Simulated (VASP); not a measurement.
Set up this calculation in VASP 6.6.1, as the native input.

* Task: single point
* Functional: PBE
* Potentials or basis: VASP PAW PBE potentials, release 64 (S)
* Cutoff: 520 eV
* k mesh: 21 × 21 × 21
* Occupations: fermi-dirac, width 0.08 eV
* Spin: no spin polarisation
* Dipole correction: no
* Further INCAR settings: ALGO = Normal; EDIFF = 1e-07; NBANDS = 9

The structure of S lies in POSCAR:

```
S
1.0
   -1.2661663002      1.2661663002      1.2661663002
    1.2661663002     -1.2661663002      1.2661663002
    1.2661663002      1.2661663002     -1.2661663002
S
1
Direct
    0.0000000000      0.0000000000      0.0000000000
```

The input as run:

INCAR

```
PREC     = Accurate       # precision mode
ENCUT    = 520            # plane-wave cutoff, eV
EDIFF    = 1E-7           # SCF threshold, eV
ISMEAR   = -1             # smearing method
SIGMA    = 0.08           # smearing width, eV
LREAL    = F              # projectors in reciprocal space
LASPH    = T              # aspherical terms in the spheres
NELM     = 60             # most SCF steps
ALGO     = Normal         # electronic algorithm
ISIF     = 2              # what is computed and relaxed
LWAVE    = F              # write WAVECAR
LCHARG   = F              # write CHGCAR
GGA      = PE             # functional
NBANDS   = 9              # bands
```

KPOINTS

```
Automatic mesh
0
Gamma
  21 21 21
```

Potentials or basis: VASP PAW PBE potentials, release 64 (S).

The run is started by

```sh
$ cat potpaw_PBE.64/S/POTCAR > POTCAR
$ mpirun -np 1 vasp_std > vasp.out
```

Results of the run:

```yaml
Pressure: 197.7 GPa
Band_gap_on_the_k_mesh: zero (band 3 reaches 29.31 eV, above the bottom of band 4 at 11.16 eV)
```

It took 6.4 s on 1 thread of AMD EPYC 9R45 96-Core Processor (Zen 5) (shared host), peak memory 0.09 GiB.
